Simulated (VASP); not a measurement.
Here is a VASP 6.6.1 calculation.

Contents of INCAR:

```
SYSTEM = Ga2Sb2CO
PREC = Accurate
ENCUT = 520
EDIFF = 1E-7
ISMEAR = 0
SIGMA = 0.1
LREAL = .False.
LASPH = .True.
NELM = 80
ALGO = Normal
ISIF = 2
LWAVE = .False.
LCHARG = .False.
LDIPOL = .True.
IDIPOL = 3
DIPOL = 0.5 0.5 0.353
GGA = PE
IVDW = 12
NBANDS = 32
```

Contents of KPOINTS:

```
regular mesh
0
Gamma
  6 6 1
  0 0 0
```

Contents of POSCAR:

```
Ga2Sb2CO
1.0
    4.3343814621      0.0000000000      0.0000000000
   -2.1671907311      3.7536844559      0.0000000000
    0.0000000000      0.0000000000     23.3197422777
Sb Ga O C
2 2 1 1
Direct
    0.0000000000      0.0000000000      0.1715284823
    0.3333333333      0.6666666667      0.3301590654
    0.3333333333      0.6666666667      0.2094685204
    0.6666666667      0.3333333333      0.3632005095
    1.1111111111      0.4444444444      0.4961350833
    1.1111111111      0.4444444444      0.5454495220
```

Potentials or basis: VASP PAW PBE potentials, release 64 (Sb, Ga_d, O, C).

Command:

```sh
$ cat potpaw_PBE.64/Sb/POTCAR potpaw_PBE.64/Ga_d/POTCAR potpaw_PBE.64/O/POTCAR potpaw_PBE.64/C/POTCAR > POTCAR
$ mpirun -np 1 vasp_std > vasp.out
```

What does it give for the largest force?

0.692 eV/Å.

Predict the band gap on the k mesh.

0.03 eV (least direct gap 0.16 eV).

Forces in eV/Å, atoms in the order of the input:
```
Sb   0.004  0.006  0.153
Sb  -0.004  0.003 -0.059
Ga  -0.001 -0.001 -0.122
Ga  -0.008  0.002 -0.009
O    0.011 -0.014  0.692
C   -0.002  0.004 -0.655
```

Caveat: spin-orbit coupling is left out, which moves the levels of the heavy elements.
